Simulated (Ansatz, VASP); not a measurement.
## SnO in VASP and in Ansatz

File INCAR:

```
SYSTEM = SnO
PREC = Accurate
ENCUT = 520
EDIFF = 1E-8
ISMEAR = -1
SIGMA = 0.01
LREAL = .FALSE.
LASPH = .TRUE.
NELM = 60
ALGO = Normal
ISIF = 2
LWAVE = .FALSE.
LCHARG = .FALSE.
GGA = PE
LEFG = .TRUE.
NBANDS = 28
```

KPOINTS

```
Automatic mesh
0
G
  8 8 6
  0 0 0
```

Contents of POSCAR:

```
SnO
1.0
    3.7506153226      0.0000000000      0.0000000000
    0.0000000000      3.7506153226      0.0000000000
    0.0000000000      0.0000000000      4.7706406366
Sn O
2 2
Direct
    0.0000000000      0.5000000000      0.2385000000
    0.5000000000      0.0000000000      0.7615000000
    0.0000000000      0.0000000000      0.0000000000
    0.5000000000      0.5000000000      0.0000000000
```

Input for Ansatz:

```yaml
crystal:
  lattice:
    - [3.7506153226, 0.0, 0.0]
    - [0.0, 3.7506153226, 0.0]
    - [0.0, 0.0, 4.7706406366]
  atoms:
    - { symbol: Sn, position: [0.0, 0.5, 0.2385] }
    - { symbol: Sn, position: [0.5, 0.0, 0.7615] }
    - { symbol: O, position: [0.0, 0.0, 0.0] }
    - { symbol: O, position: [0.5, 0.5, 0.0] }
kpoints:
  mp_grid: { grid: [8, 8, 6] }
scf:
  occupations: { method: fermi_dirac, width: 0.01 }
hamiltonian:
  xc: pbe
  pseudopotentials: { kind: all_electron, datasets: crystal }
output:
  forces: true
  stress: true
  eigenvalues: true
  efg: { contact_densities: true }
```

Change from the starting cell: volume scaled by 0.96, crystal datasets.

Alike in both runs: task electric field gradients; functional PBE; k mesh 8 × 8 × 6; occupations fermi-dirac, width 0.01 eV; no spin polarisation.

```csv
,VASP,Ansatz
version,VASP 6.6.1,Ansatz 0.2.0
potentials or method,"VASP PAW PBE potentials, release 64 (Sn_d, O), cutoff 520 eV","all-electron PAW with datasets made for the crystal, scalar-relativistic"
```

|  | VASP | Ansatz | Ansatz less VASP |
| --- | --- | --- | --- |
| pressure (GPa) | 9.0 | 8.7 | -0.34 |
| traceless stress, the component that is largest in VASP (GPa) | -1.49 | -1.50 | -0.010 |
| rms of the force components (eV/Å) | 0.438 | 0.397 | -0.0410 |
| size of Vzz on the site where it differs most (V/Å²) | 171.6 | 179.7 | +8.15 |

Atom by atom the forces differ by 0.041 eV/Å (rms over components). Ansatz ran all-electron here, and VASP with PAW potentials.
